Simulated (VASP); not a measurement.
# Ru (P6_3/mmc) in VASP: notebook

Ru is run at these levels: RPBE+D4, PBE+D4, PBE; tasks: single point.

Everything below comes from runs of VASP 6.6.1. Logs are shortened: lines on timing, memory, paths and dates and some standing lists are left out, and cuts for length are marked.

### 1 The cell of the first run

The structure is hexagonal, space group P6_3/mmc (No. 194). The conventional cell has a = 2.699 Å, b = 2.699 Å, c = 4.273 Å, α = 90.00°, β = 90.00°, γ = 120.00°. Within 3.5 Å of Ru (site symmetry -6m2) lie 12 Ru at 2.64 to 2.70 Å.

### 2 Single point, RPBE+D4

INCAR

```
SYSTEM = Ru
PREC = Accurate
ENCUT = 520
EDIFF = 1E-6
ISMEAR = -1
SIGMA = 0.05
LREAL = .False.
LASPH = .True.
NELM = 80
ALGO = Normal
ISIF = 2
LWAVE = .False.
LCHARG = .False.
GGA = RP
IVDW = 13
NBANDS = 21
```

KPOINTS

```
Automatic mesh
0
Gamma
  11 11 6
  0 0 0
```

POSCAR

```
Ru
1.0
    2.6990872434      0.0000000000      0.0000000000
   -1.3495436217      2.3374781198      0.0000000000
    0.0000000000      0.0000000000      4.2729434105
Ru
2
Direct
    0.6666666667      0.3333333333      0.7500000000
    0.3333333333      0.6666666667      0.2500000000
```

Potentials or basis: VASP PAW PBE potentials, release 64 (Ru_pv).

On the command line:

```sh
$ cat potpaw_PBE.64/Ru_pv/POTCAR > POTCAR
$ mpirun -np 1 vasp_std > vasp.out
```

OUTCAR:

```text
SYSTEM = Ru
   PREC = Accurate
   ENCUT = 520
   EDIFF = 1E-6
   ISMEAR = -1
   LREAL = .False.
   LASPH = .True.
   NELM = 80
   ISIF = 2
   GGA = RP
   IVDW = 13

 ion  position               nearest neighbor table
   1  0.667  0.333  0.750-   2 2.64   2 2.64   2 2.64   2 2.64   2 2.64   2 2.64
   2  0.333  0.667  0.250-   1 2.64   1 2.64   1 2.64   1 2.64   1 2.64   1 2.64

  LATTYP: Found a hexagonal cell.
 ALAT       =     2.6990872434
 C/A-ratio  =     1.5831068154

  Lattice vectors:

 A1 = (   2.6990872434,   0.0000000000,   0.0000000000)
 A2 = (  -1.3495436217,   2.3374781198,   0.0000000000)
 A3 = (   0.0000000000,   0.0000000000,   4.2729434105)

Analysis of symmetry for initial positions (statically):
=====================================================================
 Subroutine PRICEL returns:
 Original cell was already a primitive cell.

 Routine SETGRP: Setting up the symmetry group for a
 hexagonal supercell.

 Subroutine GETGRP returns: Found 24 space group operations
 (whereof 12 operations were pure point group operations)
 out of a pool of 24 trial point group operations.

The static configuration has the point symmetry D_3d.
 The point group associated with its full space group is D_6h.

Analysis of symmetry for dynamics (positions and initial velocities):
=====================================================================
 Subroutine PRICEL returns:
 Original cell was already a primitive cell.

 Routine SETGRP: Setting up the symmetry group for a
 hexagonal supercell.

 Subroutine GETGRP returns: Found 24 space group operations
 (whereof 12 operations were pure point group operations)
 out of a pool of 24 trial point group operations.

The dynamic configuration has the point symmetry D_3d.
 The point group associated with its full space group is D_6h.

 Subroutine INISYM returns: Found 24 space group operations
 (whereof 12 operations are pure point group operations),
 and found     1 'primitive' translations

----------------------------------------------------------------------------------------

                                     Primitive cell

  volume of cell :      26.9582

  direct lattice vectors                    reciprocal lattice vectors
     2.699087243  0.000000000  0.000000000     0.370495619  0.213905746  0.000000000
    -1.349543622  2.337478120  0.000000000     0.000000000  0.427811491  0.000000000
     0.000000000  0.000000000  4.272943410     0.000000000  0.000000000  0.234030715

  length of vectors
     2.699087243  2.699087243  4.272943410     0.427811491  0.427811491  0.234030715

  position of ions in fractional coordinates (direct lattice)
     0.666666667  0.333333333  0.750000000
     0.333333333  0.666666667  0.250000000

  ion indices of the primitive-cell ions
   primitive index   ion index
                 1           1
                 2           2

----------------------------------------------------------------------------------------

 KPOINTS: Automatic mesh

Automatic generation of k-mesh.
 Grid dimensions read from file:
 generate k-points for:   11   11    6

 Generating k-lattice:

  Cartesian coordinates                     Fractional coordinates (reciprocal lattice)
     0.033681420  0.019445977  0.000000000     0.090909091 -0.000000000  0.000000000
     0.000000000  0.038891954  0.000000000     0.000000000  0.090909091  0.000000000
     0.000000000  0.000000000  0.039005119     0.000000000  0.000000000  0.166666667

  Length of vectors
     0.038891954  0.038891954  0.039005119

  Shift w.r.t. Gamma in fractional coordinates (k-lattice)
     0.000000000  0.000000000  0.000000000

 Subroutine IBZKPT returns following result:
 ===========================================

 Found     64 irreducible k-points:

 Following reciprocal coordinates:
            Coordinates               Weight
  0.000000  0.000000  0.000000      1.000000
  0.090909  0.000000  0.000000      6.000000
  0.181818 -0.000000  0.000000      6.000000
  0.272727  0.000000  0.000000      6.000000
  0.363636 -0.000000  0.000000      6.000000
  0.454545 -0.000000  0.000000      6.000000
[... 16 lines left out ...]
  0.090909  0.090909  0.166667     12.000000
  0.181818  0.090909  0.166667     24.000000
 [... further k-points ...]
   k-points           NKPTS =     64   k-points in BZ     NKDIM =     64   number of bands    NBANDS=     21
   number of dos      NEDOS =    301   number of ions     NIONS =      2
   total plane-waves  NPLWV =  12800
   dimension x,y,z NGX =    20 NGY =   20 NGZ =   32
   dimension x,y,z NGXF=    40 NGYF=   40 NGZF=   64
   ions per type =               2
   NGX,Y,Z   is equivalent  to a cutoff of  12.32, 12.32, 12.45 a.u.
   NGXF,Y,Z  is equivalent  to a cutoff of  24.64, 24.64, 24.90 a.u.
 SYSTEM =  Ru
   PREC   = accura    normal or accurate (medium, high low for compatibility)
   ISTART =      0    job   : 0-new  1-cont  2-samecut
   ICHARG =      2    charge: 1-file 2-atom 10-const
   ISPIN  =      1    spin polarized calculation?
   LNONCOLLINEAR =      F non collinear calculations
   LSORBIT =      F    spin-orbit coupling
   LASPH  =      T    aspherical Exc in radial PAW
   ENCUT  =  520.0 eV  38.22 Ry    6.18 a.u.   5.02  5.02  7.94*2*pi/ulx,y,z
   NELM   =     80;   NELMIN=  2; NELMDL= -5     # of ELM steps
   EDIFF  = 0.1E-05   stopping-criterion for ELM
   LREAL  =      F    real-space projection
   EDIFFG = 0.1E-04   stopping-criterion for IOM
   NSW    =      0    number of steps for IOM
   IBRION =     -1    ionic relax: 0-MD 1-quasi-New 2-CG
   NFREE  =      0    steps in history (QN), initial steepest desc. (CG)
   ISIF   =      2    stress and relaxation
   ISYM   =      2    0-nonsym 1-usesym 2-fastsym
   POTIM  = 0.5000    time-step for ionic-motion
   TEBEG  =    0.0;   TEEND  =   0.0 temperature during run
   PSTRESS=    0.0 pullay stress
   NELECT =      28.0000    total number of electrons
   NUPDOWN=      -1.0000    fix difference up-down
   EMIN   =  10.00;   EMAX   =-10.00  energy-range for DOS
   EFERMI =   0.00;   METHOD = LEGACY
   ISMEAR =    -1;   SIGMA  =   0.05  broadening in eV -4-tet -1-fermi 0-gaus
   EFERMI_NEDOS =   21; number of points for ismear=-14 and -15
   IALGO  =     38    algorithm
   IMIX   =      4    mixing-type and parameters
     AMIX     =   0.40;   BMIX     =  1.00
     AMIX_MAG =   1.60;   BMIX_MAG =  1.00
  volume/ion in A,a.u.               =      13.48        90.96
  Fermi-wavevector in a.u.,A,eV,Ry     =   1.657920  3.133015 37.398328  2.748700
  Thomas-Fermi vector in A             =   2.745590
   LORBIT       =      0    0 simple, 1 ext, 2 COOP (PROOUT), +10 PAW based schemes
   GGA     = RP    functional components
   LHFCALC =     F    Hartree Fock is set to
   AEXX    =    0.0000 exact exchange contribution
   IVDW    =    13    specifies the selected vdW correction
   LEPSILON=     F    determine dielectric tensor
   LRPA    =     F    only Hartree local field effects (RPA)
 non-spin polarized calculation
  energy-cutoff  :      520.00
  volume of cell :       26.96
 maximum number of plane-waves:       744
 NGX is ok and might be reduce to    20
   NGX =  9   NGY =  9   NGZ = 15

 number of electron      28.0000005 magnetization

 Free energy of the ion-electron system (eV)
  ---------------------------------------------------
  ext. energy  EPLUGINS =         0.00000000
  ---------------------------------------------------
  free energy    TOTEN  =       -17.13840582 eV

  energy without entropy =      -17.12180984  energy(sigma->0) =      -17.13010783

 E-fermi :  12.9805     XC(G=0): -14.0913

 val. band max:       12.9606245219   @ k =   0.2727   0.0000   0.0000
 cond. band min:      12.9941663511   @ k =   0.2727   0.1818   0.0000
 fundamental gap:      0.0335418291
 Fermi energy:        12.9804824372

 k-point     1 :       0.0000    0.0000    0.0000
  band No.  band energies     occupation
      1     -30.6317      2.00000
      2     -29.6780      2.00000
      3     -29.6780      2.00000
      4     -29.5045      2.00000
      5     -29.5045      2.00000
      6     -29.4629      2.00000
[... 13 lines left out ...]
     20      23.5494      0.00000
     21      23.5603      0.00000

 k-point     2 :       0.0909    0.0000    0.0000
  band No.  band energies     occupation
      1     -30.6030      2.00000
      2     -29.7388      2.00000
      3     -29.6984      2.00000
      4     -29.5679      2.00000
      5     -29.5129      2.00000
      6     -29.4762      2.00000
[... 13 lines left out ...]
     20      23.5494      0.00000
     21      23.5564      0.00000

 k-point     3 :       0.1818   -0.0000    0.0000
  band No.  band energies     occupation
      1     -30.5216      2.00000
      2     -29.9021      2.00000
      3     -29.7513      2.00000
      4     -29.7339      2.00000
      5     -29.5371      2.00000
      6     -29.5163      2.00000
[... 13 lines left out ...]
     20      23.5494      0.00000
     21      23.5525      0.00000

 k-point     4 :       0.2727    0.0000    0.0000
  band No.  band energies     occupation
      1     -30.4010      2.00000
      2     -30.1158      2.00000
      3     -29.9428      2.00000
      4     -29.8175      2.00000
      5     -29.5826      2.00000
      6     -29.5711      2.00000
[... 13 lines left out ...]
     20      23.5494      0.00000
     21      23.5509      0.00000

 k-point     5 :       0.3636   -0.0000    0.0000
  band No.  band energies     occupation
      1     -30.3118      2.00000
      2     -30.2649      2.00000
      3     -30.1272      2.00000
      4     -29.8761      2.00000
      5     -29.6685      2.00000
      6     -29.6039      2.00000
[... 13 lines left out ...]
     20      23.5483      0.00000
     21      23.5494      0.00000

 k-point     6 :       0.4545   -0.0000    0.0000
  band No.  band energies     occupation
      1     -30.4277      2.00000
      2     -30.2339      2.00000
      3     -30.1569      2.00000
      4     -29.9101      2.00000
      5     -29.7465      2.00000
      6     -29.6239      2.00000
[... 13 lines left out ...]
     20      23.5493      0.00000
     21      24.1008      0.00000

 k-point     7 :       0.0909    0.0909    0.0000
  band No.  band energies     occupation
      1     -30.5479      2.00000
      2     -29.8376      2.00000
      3     -29.7667      2.00000
      4     -29.6548      2.00000
      5     -29.5386      2.00000
      6     -29.5030      2.00000
[... 13 lines left out ...]
     20      23.5494      0.00000
     21      23.5533      0.00000
[... 291 lines left out ...]
      1     -30.3988      2.00000
      2     -30.0665      2.00000
      3     -29.9851      2.00000
      4     -29.8012      2.00000
      5     -29.5926      2.00000
      6     -29.5879      2.00000
[... 13 lines left out ...]
     20      23.5494      0.00000
     21      24.8872      0.00000

 k-point    21 :       0.3636   -0.0000    0.1667
  band No.  band energies     occupation
      1     -30.4116      2.00000
      2     -30.2051      2.00000
      3     -30.0935      2.00000
      4     -29.8582      2.00000
      5     -29.6599      2.00000
      6     -29.6225      2.00000
[... 13 lines left out ...]
     20      23.5494      0.00000
     21      24.2554      0.00000

 k-point    22 :       0.4545   -0.0000    0.1667
  band No.  band energies     occupation
      1     -30.4857      2.00000
      2     -30.2997      2.00000
      3     -30.0547      2.00000
      4     -29.8913      2.00000
      5     -29.7210      2.00000
      6     -29.6435      2.00000
[... 13 lines left out ...]
     20      23.5492      0.00000
     21      23.7105      0.00000

 k-point    23 :       0.0909    0.0909    0.1667
  band No.  band energies     occupation
      1     -30.4904      2.00000
      2     -29.8172      2.00000
      3     -29.7717      2.00000
      4     -29.6930      2.00000
      5     -29.5524      2.00000
      6     -29.5297      2.00000
[... 13 lines left out ...]
     20      23.5494      0.00000
     21      24.7524      0.00000

 k-point    24 :       0.1818    0.0909    0.1667
  band No.  band energies     occupation
      1     -30.4192      2.00000
      2     -29.9809      2.00000
      3     -29.9316      2.00000
      4     -29.7723      2.00000
      5     -29.5989      2.00000
      6     -29.5649      2.00000
[... 13 lines left out ...]
     20      23.5494      0.00000
     21      24.8684      0.00000

 [... further k-points ...]

------------------------ aborting loop because EDIFF is reached ----------------------------------------

  DFT-D4 for vdW energy calculation

  Edisp (eV):   -2.00045

  FORCE on cell =-STRESS in cart. coord.  units (eV):
  Direction    XX          YY          ZZ          XY          YZ          ZX
  --------------------------------------------------------------------------------------
  -------------------------------------------------------------------------------------
  Total       0.00563     0.00563     0.01472    -0.00000     0.00000     0.00000
  in kB       0.33456     0.33456     0.87459    -0.00000     0.00000     0.00000
  external pressure =        0.51 kB  Pullay stress =        0.00 kB

 VOLUME and BASIS-vectors are now :
 -----------------------------------------------------------------------------
  energy-cutoff  :      520.00
  volume of cell :       26.96
      direct lattice vectors                 reciprocal lattice vectors
     2.699087243  0.000000000  0.000000000     0.370495619  0.213905746  0.000000000
    -1.349543622  2.337478120  0.000000000     0.000000000  0.427811491  0.000000000
     0.000000000  0.000000000  4.272943410     0.000000000  0.000000000  0.234030715

 POSITION                                       TOTAL-FORCE (eV/Angst)
 -----------------------------------------------------------------------------------
      1.34954      0.77916      3.20471        -0.000000      0.000000      0.000000
     -0.00000      1.55832      1.06824         0.000000      0.000000      0.000000
 -----------------------------------------------------------------------------------
    total drift:                                0.000000     -0.000000      0.000000

  FREE ENERGIE OF THE ION-ELECTRON SYSTEM (eV)
  ---------------------------------------------------
  free  energy   TOTEN  =       -19.1388586773 eV

  energy  without entropy=      -19.1222626991  energy(sigma->0) =      -19.13056069
```

Wall time 22 s (1 thread of Intel Xeon 6975P-C, shared host); peak memory 0.15 GiB.

What came out:

```
Free energy                : -19.1389 eV
Pressure                   : 0.1 GPa
Band gap on the k mesh     : zero (band 14 reaches 14.56 eV, above the bottom of band 15 at 11.46 eV)
Dispersion energy per atom : -1.000 eV
```

Caveat: the PAW data sets were made with another functional, which shifts forces and pressure a little; pairwise dispersion overbinds metals, which lowers pressure and volume.

(Continued in part 2 of 2.)
